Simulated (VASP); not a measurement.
Here is a VASP 6.6.1 calculation.

Contents of INCAR:

```
SYSTEM = MgI2
ALGO     = Normal         ! electronic algorithm
EDIFF    = 1E-6           ! SCF threshold, eV
ENCUT    = 520            ! plane-wave cutoff, eV
GGA      = PE             ! functional
ISIF     = 2              ! what is computed and relaxed
ISMEAR   = 0              ! smearing method
LASPH    = .TRUE.         ! aspherical terms in the spheres
LCHARG   = .FALSE.        ! write CHGCAR
LREAL    = .FALSE.        ! projectors in reciprocal space
LWAVE    = .FALSE.        ! write WAVECAR
NBANDS   = 25             ! bands
NELM     = 80             ! most SCF steps
PREC     = Accurate       ! precision mode
SIGMA    = 0.1            ! smearing width, eV
```

The input KPOINTS:

```
k-points
0
G
  4 4 1
  0 0 0
```

Contents of POSCAR:

```
MgI2
1.0
    4.4259358502      0.0000000000      0.0000000000
    0.0005140673      4.4297583367      0.0000000000
    0.8602478012      1.2236951817     15.3899803626
Mg I
2 4
Direct
    0.4485341992      0.5777812687      0.7482476017
    0.5514658008      0.4222187313      0.2517523983
    0.9275027772      0.5462640871      0.8564425014
    0.0724972228      0.4537359129      0.1435574986
    0.4707970632      0.1077446740      0.6401052833
    0.5292029368      0.8922553260      0.3598947167
```

Potentials or basis: VASP PAW PBE potentials, release 64 (Mg, I).

The run is started by

```bash
$ cat potpaw_PBE.64/Mg/POTCAR potpaw_PBE.64/I/POTCAR > POTCAR
$ mpirun -np 1 vasp_std > vasp.out
```

Problem. Estimate the pressure.

Solution. 0.0 GPa.

Problem. What does it give for the largest force?

Solution. 0.010 eV/Å.

Problem. Predict the band gap on the k mesh.

Solution. 3.30 eV (least direct gap 3.43 eV).

Stress tensor (GPa, compression positive):
```
-0.05  0.00  0.02
 0.00 -0.07  0.03
 0.02  0.03  0.14
```

Caveat: spin-orbit coupling is left out, which moves the levels of the heavy elements. A k mesh can miss the band edges.
